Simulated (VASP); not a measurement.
# PbW (F-43m) in VASP: single point with PBE

Aim: the single point of PbW with PBE.

Program: VASP 6.6.1. These are calculated values, not measurements. Logs are shortened: lines on timing, memory, paths and dates and some standing lists are left out, and cuts for length are marked.

### 1 The cell of the first run

The structure is cubic, space group F-43m (No. 216). The conventional cell has a = 6.182 Å, b = 6.182 Å, c = 6.182 Å, α = 90.00°, β = 90.00°, γ = 90.00°. Pb (site symmetry -43m) has 4 W at 2.68 Å within 3.5 Å. W (site symmetry -43m) has 4 Pb at 2.68 Å within 3.5 Å.

### 2 Single point, PBE

INCAR

```
SYSTEM = PbW
PREC     = Accurate       ! precision mode
ENCUT    = 520            ! plane-wave cutoff, eV
EDIFF    = 1E-7           ! SCF threshold, eV
ISMEAR   = 0              ! smearing method
SIGMA    = 0.1            ! smearing width, eV
LREAL    = .False.        ! projectors in reciprocal space
LASPH    = .True.         ! aspherical terms in the spheres
NELM     = 80             ! most SCF steps
ALGO     = Normal         ! electronic algorithm
ISIF     = 2              ! what is computed and relaxed
LWAVE    = .False.        ! write WAVECAR
LCHARG   = .True.         ! write CHGCAR
GGA      = PE             ! functional
LELF     = .True.         ! ELF
LVHAR    = .True.       
NBANDS   = 21             ! bands
```

KPOINTS

```
regular mesh
0
Gamma
  6 6 6
  0 0 0
```

POSCAR

```
PbW
1.0
    0.0000000000      3.0909953900      3.0909953900
    3.0909953900      0.0000000000      3.0909953900
    3.0909953900      3.0909953900      0.0000000000
Pb W
1 1
Direct
    0.7500000000      0.7500000000      0.7500000000
    0.0000000000      0.0000000000      0.0000000000
```

Potentials or basis: VASP PAW PBE potentials, release 64 (Pb_d, W_sv).

Started as:

```sh
$ cat potpaw_PBE.64/Pb_d/POTCAR potpaw_PBE.64/W_sv/POTCAR > POTCAR
$ mpirun -np 1 vasp_std > vasp.out
```

OUTCAR:

```text
SYSTEM = PbW
   PREC = Accurate
   ENCUT = 520
   EDIFF = 1E-7
   ISMEAR = 0
   LREAL = .False.
   LASPH = .True.
   NELM = 80
   ISIF = 2
   GGA = PE

 ion  position               nearest neighbor table
   1  0.750  0.750  0.750-   2 2.68   2 2.68   2 2.68   2 2.68
   2  0.000  0.000  0.000-   1 2.68   1 2.68   1 2.68   1 2.68

  LATTYP: Found a face centered cubic cell.
 ALAT       =     6.1819907800

  Lattice vectors:

 A1 = (   0.0000000000,   3.0909953900,   3.0909953900)
 A2 = (   3.0909953900,   0.0000000000,   3.0909953900)
 A3 = (   3.0909953900,   3.0909953900,   0.0000000000)

Analysis of symmetry for initial positions (statically):
=====================================================================
 Subroutine PRICEL returns:
 Original cell was already a primitive cell.

 Routine SETGRP: Setting up the symmetry group for a
 face centered cubic supercell.

 Subroutine GETGRP returns: Found 24 space group operations
 (whereof 24 operations were pure point group operations)
 out of a pool of 48 trial point group operations.

The static configuration has the point symmetry T_d .

Analysis of symmetry for dynamics (positions and initial velocities):
=====================================================================
 Subroutine PRICEL returns:
 Original cell was already a primitive cell.

 Routine SETGRP: Setting up the symmetry group for a
 face centered cubic supercell.

 Subroutine GETGRP returns: Found 24 space group operations
 (whereof 24 operations were pure point group operations)
 out of a pool of 48 trial point group operations.

The dynamic configuration has the point symmetry T_d .

 Subroutine INISYM returns: Found 24 space group operations
 (whereof 24 operations are pure point group operations),
 and found     1 'primitive' translations

----------------------------------------------------------------------------------------

                                     Primitive cell

  volume of cell :      59.0643

  direct lattice vectors                    reciprocal lattice vectors
     0.000000000  3.090995390  3.090995390    -0.161760189  0.161760189  0.161760189
     3.090995390  0.000000000  3.090995390     0.161760189 -0.161760189  0.161760189
     3.090995390  3.090995390  0.000000000     0.161760189  0.161760189 -0.161760189

  length of vectors
     4.371327602  4.371327602  4.371327602     0.280176867  0.280176867  0.280176867

  position of ions in fractional coordinates (direct lattice)
     0.750000000  0.750000000  0.750000000
     0.000000000  0.000000000  0.000000000

  ion indices of the primitive-cell ions
   primitive index   ion index
                 1           1
                 2           2

----------------------------------------------------------------------------------------

 KPOINTS: regular mesh

Automatic generation of k-mesh.
 Grid dimensions read from file:
 generate k-points for:    6    6    6

 Generating k-lattice:

  Cartesian coordinates                     Fractional coordinates (reciprocal lattice)
    -0.026960032  0.026960032  0.026960032     0.166666667  0.000000000  0.000000000
     0.026960032 -0.026960032  0.026960032     0.000000000  0.166666667  0.000000000
     0.026960032  0.026960032 -0.026960032     0.000000000  0.000000000  0.166666667

  Length of vectors
     0.046696144  0.046696144  0.046696144

  Shift w.r.t. Gamma in fractional coordinates (k-lattice)
     0.000000000  0.000000000  0.000000000

 Subroutine IBZKPT returns following result:
 ===========================================

 Found     16 irreducible k-points:

 Following reciprocal coordinates:
            Coordinates               Weight
  0.000000  0.000000  0.000000      1.000000
  0.166667  0.000000  0.000000      8.000000
  0.333333  0.000000  0.000000      8.000000
  0.500000  0.000000  0.000000      4.000000
  0.166667  0.166667  0.000000      6.000000
  0.333333  0.166667  0.000000     24.000000
[... 8 lines left out ...]
 -0.333333  0.333333  0.166667     24.000000
 -0.333333  0.500000  0.166667     12.000000
   k-points           NKPTS =     16   k-points in BZ     NKDIM =     16   number of bands    NBANDS=     21
   number of dos      NEDOS =    301   number of ions     NIONS =      2
   total plane-waves  NPLWV =  46656
   dimension x,y,z NGX =    36 NGY =   36 NGZ =   36
   dimension x,y,z NGXF=    72 NGYF=   72 NGZF=   72
   ions per type =               1   1
   NGX,Y,Z   is equivalent  to a cutoff of  13.69, 13.69, 13.69 a.u.
   NGXF,Y,Z  is equivalent  to a cutoff of  27.38, 27.38, 27.38 a.u.
 SYSTEM =  PbW
   PREC   = accura    normal or accurate (medium, high low for compatibility)
   ISTART =      0    job   : 0-new  1-cont  2-samecut
   ICHARG =      2    charge: 1-file 2-atom 10-const
   ISPIN  =      1    spin polarized calculation?
   LNONCOLLINEAR =      F non collinear calculations
   LSORBIT =      F    spin-orbit coupling
   LASPH  =      T    aspherical Exc in radial PAW
   ENCUT  =  520.0 eV  38.22 Ry    6.18 a.u.   8.13  8.13  8.13*2*pi/ulx,y,z
   NELM   =     80;   NELMIN=  2; NELMDL= -5     # of ELM steps
   EDIFF  = 0.1E-06   stopping-criterion for ELM
   LREAL  =      F    real-space projection
   EDIFFG = 0.1E-05   stopping-criterion for IOM
   NSW    =      0    number of steps for IOM
   IBRION =     -1    ionic relax: 0-MD 1-quasi-New 2-CG
   NFREE  =      0    steps in history (QN), initial steepest desc. (CG)
   ISIF   =      2    stress and relaxation
   ISYM   =      2    0-nonsym 1-usesym 2-fastsym
   POTIM  = 0.5000    time-step for ionic-motion
   TEBEG  =    0.0;   TEEND  =   0.0 temperature during run
   PSTRESS=    0.0 pullay stress
   NELECT =      28.0000    total number of electrons
   NUPDOWN=      -1.0000    fix difference up-down
   EMIN   =  10.00;   EMAX   =-10.00  energy-range for DOS
   EFERMI =   0.00;   METHOD = LEGACY
   ISMEAR =     0;   SIGMA  =   0.10  broadening in eV -4-tet -1-fermi 0-gaus
   EFERMI_NEDOS =   21; number of points for ismear=-14 and -15
   IALGO  =     38    algorithm
   IMIX   =      4    mixing-type and parameters
     AMIX     =   0.40;   BMIX     =  1.00
     AMIX_MAG =   1.60;   BMIX_MAG =  1.00
  volume/ion in A,a.u.               =      29.53       199.29
  Fermi-wavevector in a.u.,A,eV,Ry     =   1.276495  2.412226 22.169874  1.629440
  Thomas-Fermi vector in A             =   2.409148
   LORBIT       =      0    0 simple, 1 ext, 2 COOP (PROOUT), +10 PAW based schemes
   GGA     = PE    functional components
   LHFCALC =     F    Hartree Fock is set to
   AEXX    =    0.0000 exact exchange contribution
   IVDW    =     0    specifies the selected vdW correction
   LEPSILON=     F    determine dielectric tensor
   LRPA    =     F    only Hartree local field effects (RPA)
 non-spin polarized calculation
 Gauss-broadening in eV      SIGMA  =   0.10
  energy-cutoff  :      520.00
  volume of cell :       59.06
 maximum number of plane-waves:      1639
 NGX is ok and might be reduce to    36
   NGX = 17   NGY = 17   NGZ = 17

 number of electron      28.0000000 magnetization

 Free energy of the ion-electron system (eV)
  ---------------------------------------------------
  ext. energy  EPLUGINS =         0.00000000
  ---------------------------------------------------
  free energy    TOTEN  =       -11.20722095 eV

  energy without entropy =      -11.17384539  energy(sigma->0) =      -11.19053317

 E-fermi :   5.4735     XC(G=0):  -9.9784

 val. band max:        5.4691688492   @ k =  -0.3333   0.3333   0.0000
 cond. band min:       5.4754888578   @ k =   0.5000   0.1667   0.0000
 fundamental gap:      0.0063200086
 Fermi energy:         5.4734534826

 k-point     1 :       0.0000    0.0000    0.0000
  band No.  band energies     occupation
      1     -68.6770      2.00000
      2     -32.9128      2.00000
      3     -32.9128      2.00000
      4     -32.9128      2.00000
      5     -10.9360      2.00000
      6     -10.9360      2.00000
[... 13 lines left out ...]
     20      12.9453      0.00000
     21      12.9453      0.00000

 k-point     2 :       0.1667    0.0000    0.0000
  band No.  band energies     occupation
      1     -68.6769      2.00000
      2     -32.9146      2.00000
      3     -32.9129      2.00000
      4     -32.9129      2.00000
      5     -10.9482      2.00000
      6     -10.9387      2.00000
[... 13 lines left out ...]
     20      13.2897      0.00000
     21      13.8584      0.00000

 k-point     3 :       0.3333    0.0000    0.0000
  band No.  band energies     occupation
      1     -68.6769      2.00000
      2     -32.9182      2.00000
      3     -32.9131      2.00000
      4     -32.9131      2.00000
      5     -10.9734      2.00000
      6     -10.9400      2.00000
[... 13 lines left out ...]
     20      13.8190      0.00000
     21      14.6793      0.00000

 k-point     4 :       0.5000    0.0000    0.0000
  band No.  band energies     occupation
      1     -68.6768      2.00000
      2     -32.9200      2.00000
      3     -32.9132      2.00000
      4     -32.9132      2.00000
      5     -10.9862      2.00000
      6     -10.9389      2.00000
[... 13 lines left out ...]
     20      14.0659      0.00000
     21      14.9496      0.00000

 k-point     5 :       0.1667    0.1667    0.0000
  band No.  band energies     occupation
      1     -68.6769      2.00000
      2     -32.9149      2.00000
      3     -32.9131      2.00000
      4     -32.9131      2.00000
      5     -10.9592      2.00000
      6     -10.9356      2.00000
[... 13 lines left out ...]
     20      12.3842      0.00000
     21      14.6868      0.00000
[... 190 lines left out ...]
     20      12.1606      0.00000
     21      18.8311      0.00000

 k-point    14 :       0.5000    0.3333    0.1667
  band No.  band energies     occupation
      1     -68.6768      2.00000
      2     -32.9187      2.00000
      3     -32.9148      2.00000
      4     -32.9135      2.00000
      5     -10.9822      2.00000
      6     -10.9501      2.00000
[... 13 lines left out ...]
     20      12.9750      0.00000
     21      14.3629      0.00000

 k-point    15 :      -0.3333    0.3333    0.1667
  band No.  band energies     occupation
      1     -68.6768      2.00000
      2     -32.9188      2.00000
      3     -32.9159      2.00000
      4     -32.9136      2.00000
      5     -10.9764      2.00000
      6     -10.9657      2.00000
[... 13 lines left out ...]
     20      14.0821      0.00000
     21      15.0783      0.00000

 k-point    16 :      -0.3333    0.5000    0.1667
  band No.  band energies     occupation
      1     -68.6768      2.00000
      2     -32.9197      2.00000
      3     -32.9154      2.00000
      4     -32.9139      2.00000
      5     -10.9919      2.00000
      6     -10.9546      2.00000
[... 13 lines left out ...]
     20      13.2581      0.00000
     21      15.6693      0.00000

------------------------ aborting loop because EDIFF is reached ----------------------------------------

  FORCE on cell =-STRESS in cart. coord.  units (eV):
  Direction    XX          YY          ZZ          XY          YZ          ZX
  --------------------------------------------------------------------------------------
  -------------------------------------------------------------------------------------
  Total        1.8657656      1.8657656      1.8657656      0.0000000     -0.0000000      0.0000000
  in kB       50.6107282     50.6107282     50.6107282      0.0000000     -0.0000000      0.0000000
  external PRESSURE =      50.6107282 kB  Pullay stress =       0.0000000 kB

 VOLUME and BASIS-vectors are now :
 -----------------------------------------------------------------------------
  energy-cutoff  :      520.00
  volume of cell :       59.06
      direct lattice vectors                 reciprocal lattice vectors
     0.000000000  3.090995390  3.090995390    -0.161760189  0.161760189  0.161760189
     3.090995390  0.000000000  3.090995390     0.161760189 -0.161760189  0.161760189
     3.090995390  3.090995390  0.000000000     0.161760189  0.161760189 -0.161760189

 POSITION                                       TOTAL-FORCE (eV/Angst)
 -----------------------------------------------------------------------------------
      4.63649      4.63649      4.63649         0.000000     -0.000000      0.000000
      0.00000      0.00000      0.00000        -0.000000      0.000000     -0.000000
 -----------------------------------------------------------------------------------
    total drift:                                0.000000      0.000000      0.000000

  FREE ENERGIE OF THE ION-ELECTRON SYSTEM (eV)
  ---------------------------------------------------
  free  energy   TOTEN  =       -11.2072209509 eV

  energy  without entropy=      -11.1738453923  energy(sigma->0) =      -11.19053317
```

It took 23 s on 1 thread of Intel Xeon 6975P-C, shared host; peak memory 0.2 GiB.

What came out:

| Property | Result |
| --- | --- |
| Free energy | -11.2072 eV |
| Pressure | 5.1 GPa |
| Band gap on the k mesh | zero (band 14 reaches 5.64 eV, above the bottom of band 15 at 5.43 eV) |

Caveat: spin-orbit coupling is left out, which moves the levels of the heavy elements.
